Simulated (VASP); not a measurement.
Wanted: the native input for a VASP 6.6.1 run.

- Task: single point
- Functional: PBE
- Potentials or basis: VASP PAW PBE potentials, release 64 (Ga_d, Sb)
- Cutoff: 520 eV
- k mesh: 16 × 16 × 16
- Occupations: gaussian, width 0.15 eV
- Spin: no spin polarisation
- Dipole correction: no
- Further INCAR settings: ALGO = Normal; EDIFF = 1e-06; NBANDS = 16

The structure of GaSb lies in POSCAR:

```
GaSb
1.0
   -2.7196500000      2.7196500000      1.5547500000
    2.7196500000     -2.7196500000      1.5547500000
    2.7196500000      2.7196500000     -1.5547500000
Ga Sb
1 1
Direct
    0.2500000000      0.7500000000      0.5000000000
    0.0000000000      0.0000000000      0.0000000000
```

The input as run:

INCAR

```
ALGO = Normal ; EDIFF = 1E-6
ENCUT = 520 ; GGA = PE
ISIF = 2 ; ISMEAR = 0
LASPH = T ; LCHARG = T
LELF = T ; LREAL = F
LVHAR = T ; LWAVE = F
NBANDS = 16 ; NELM = 100
PREC = Accurate ; SIGMA = 0.15
```

KPOINTS

```
k-points
0
Gamma
  16 16 16
```

Potentials or basis: VASP PAW PBE potentials, release 64 (Ga_d, Sb).

The run is started by

```sh
$ cat potpaw_PBE.64/Ga_d/POTCAR potpaw_PBE.64/Sb/POTCAR > POTCAR
$ mpirun -np 1 vasp_std > vasp.out
```

Results of the run:

```json
{
 "Pressure": "2.9 GPa",
 "Band gap on the k mesh": "zero (band 9 reaches 8.87 eV, above the bottom of band 10 at 3.98 eV)"
}
```

Caveat: spin-orbit coupling is left out, which moves the levels of the heavy elements.

Run time: 62 s on 1 thread of Intel(R) Xeon(R) 6975P-C (Granite Rapids), with other jobs on the host, peak memory 0.39 GiB.
